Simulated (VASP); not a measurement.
# Pb: single point with LDA

The system is Pb.

```xyz
1
Lattice="-2.0292 2.0292 1.9797 2.0292 -2.0292 1.9797 2.0292 2.0292 -1.9797" Properties=species:S:1:pos:R:3 pbc="T T T"
Pb    0.0000    0.0000    0.0000
```

This cell differs from its parent crystal: strain +0.025 along x and y, +0.000 along z.

| Property | Result |
| --- | --- |
| Program | VASP 6.6.1 |
| Task | single point |
| Functional | LDA |
| Potentials or basis | VASP PAW LDA potentials, release 64 (Pb_d) |
| Cutoff | 520 eV |
| k mesh | 18 × 18 × 18 |
| Occupations | gaussian, width 0.15 eV |
| Spin | no spin polarisation |
| Dipole correction | no |
| Further INCAR settings | ALGO = Fast; EDIFF = 1e-07; NBANDS = 13 |

```yaml
Pressure: -4.6 GPa
Band_gap_on_the_k_mesh: zero (band 7 reaches 13.10 eV, above the bottom of band 8 at 4.37 eV)
```

Stress tensor (GPa, compression positive):
```
-4.46  0.00  0.00
 0.00 -4.46  0.00
 0.00  0.00 -4.96
```

Levels at points of the mesh, in eV from the Fermi level:
| k point | band 3 | band 4 | band 5 | band 6 | band 7 | band 8 | band 9 | band 10 | band 11 | band 12 |
| --- | --- | --- | --- | --- | --- | --- | --- | --- | --- | --- |
| (0.00, 0.00, 0.00) | -16.99 | -16.81 | -16.79 | -11.28 | 6.90 | 6.90 | 7.04 | 10.91 | 10.98 | 10.98 |
| (0.50, 0.00, 0.00) | -16.81 | -16.80 | -16.68 | -7.82 | -3.68 | 3.12 | 4.78 | 7.16 | 8.59 | 13.47 |
| (0.50, 0.50, 0.00) | -16.82 | -16.81 | -16.68 | -7.93 | -3.73 | 3.38 | 5.16 | 7.48 | 8.95 | 13.02 |
| (0.50, 0.50, 0.50) | -16.71 | -16.71 | -16.70 | -5.49 | -0.44 | -0.44 | -0.04 | 4.49 | 4.73 | 16.16 |

Run time: 2.8 min on 1 thread of Intel Xeon 6975P-C, on a shared host, peak memory 0.3 GiB.

Caveat: the cell differs from its parent crystal (strain +0.025 along x and y, +0.000 along z); spin-orbit coupling is left out, which moves the levels of the heavy elements.
